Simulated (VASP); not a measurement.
MgO2, 3 atoms in the cell. Symmetry: R-3m, No. 166, trigonal system. Conventional cell: a = 3.370 Å, b = 3.370 Å, c = 10.482 Å, α = 90.00°, β = 90.00°, γ = 120.00°. Within 2.9 Å of Mg (site symmetry -3m) lie 6 O at 2.19 Å. O (site symmetry 3m) has 1 O at 1.49 Å within 2.0 Å.  This cell differs from its parent crystal: strain +0.050 along x and y, +0.000 along z.

```yaml
Program: VASP 6.6.1
Task: single point
Functional: r2SCAN
Potentials_or_basis: VASP PAW PBE potentials, release 64 (Mg_sv, O)
Cutoff: 920 eV
k_mesh: 12 × 12 × 12
Occupations: gaussian, width 0.05 eV
Spin: no spin polarisation
Dipole_correction: no
Further_INCAR_settings: ALGO = Normal; EDIFF = 1e-06; NBANDS = 18
```

Potentials or basis: VASP PAW PBE potentials, release 64 (Mg_sv, O).

The run is started by

```sh
$ cat potpaw_PBE.64/Mg_sv/POTCAR potpaw_PBE.64/O/POTCAR > POTCAR
$ cp INCAR.step1 INCAR
$ mpirun -np 1 vasp_std > vasp.out
$ cp INCAR.step2 INCAR
$ mpirun -np 1 vasp_std > vasp.out
```

Hardware: 1 thread of Intel(R) Xeon(R) Platinum 8559C (Emerald Rapids), with other jobs on the host.

Estimate the wall time of this run.

It took 19 min on 1 thread of Intel(R) Xeon(R) Platinum 8559C (Emerald Rapids) (shared host), peak memory 0.42 GiB. Counts: k points 189.
